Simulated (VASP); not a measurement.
# Mg: vibrations by perturbation theory with LDA

Crystal: Mg.

```
Mg
1.0
     3.17683    0.00000    0.00000
    -1.58841    2.75121    0.00000
     0.00000    0.00000   10.31886
Mg
4
Direct
  0.66667 0.33333 0.75000
  0.00000 0.00000 0.50000
  0.33333 0.66667 0.25000
  0.00000 0.00000 0.00000
```

```
Program                : VASP 6.6.1
Task                   : vibrations by perturbation theory
Functional             : LDA
Potentials or basis    : VASP PAW LDA potentials, release 64 (Mg)
Cutoff                 : 520 eV
k mesh                 : 7 × 7 × 3
Occupations            : fermi-dirac, width 0.05 eV
Spin                   : no spin polarisation
Dipole correction      : no
Further INCAR settings : ALGO = Normal; EDIFF = 1e-08; NBANDS = 12; IBRION = 8; NSW = 1
```

```yaml
Highest_phonon_frequency_at_Γ: 256 cm⁻¹
```

Phonon frequencies in cm⁻¹ (negative: imaginary):
| q point | frequencies |
| --- | --- |
| (0.000, 0.000, 0.000) | 0 0 0 84 84 89 89 121 121 190 192 256 |

Wall time 3.6 min on 1 thread of Intel Xeon 8259CL, on a shared host, peak memory 0.26 GiB.

Caveat: the cell stands under pressure or tension, which shifts response properties.
